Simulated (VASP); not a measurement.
# Mg2Si: single point with PBE

Crystal: Mg2Si.

```
Mg Si
1.0
     0.00000    3.21351    3.21351
     3.21351    0.00000    3.21351
     3.21351    3.21351    0.00000
Mg Si
2 1
Cartesian
  1.6068 1.6068 1.6068
  4.8203 4.8203 4.8203
  0.0000 0.0000 0.0000
```

```
Program             : VASP 6.6.1
Task                : single point
Functional          : PBE
Potentials or basis : VASP PAW PBE potentials, release 64 (Mg, Si)
Cutoff              : 600 eV
k mesh              : 6 × 6 × 6
Occupations         : gaussian, width 0.01 eV
Spin                : no spin polarisation
```

```
Pressure               : -1.6 GPa
Band gap on the k mesh : 0.24 eV (least direct gap 1.67 eV)
```

Levels at points of the mesh, in eV from the valence-band top:
| k point | band 2 | band 3 | band 4 | band 5 | band 6 | band 7 |
| --- | --- | --- | --- | --- | --- | --- |
| (0.00, 0.00, 0.00) | 0.00 | 0.00 | 0.00 | 1.67 | 2.51 | 2.51 |
| (0.50, 0.00, 0.00) | -4.65 | -0.69 | -0.69 | 1.12 | 2.53 | 2.53 |
| (0.50, 0.50, 0.00) | -4.35 | -1.90 | -1.90 | 0.24 | 0.35 | 7.72 |

Wall time 26 s on 1 thread of Intel Xeon 8259CL, on a shared host, peak memory 0.2 GiB.

Caveat: semilocal functionals underestimate gaps, and a narrow one can read as zero. A k mesh can miss the band edges.
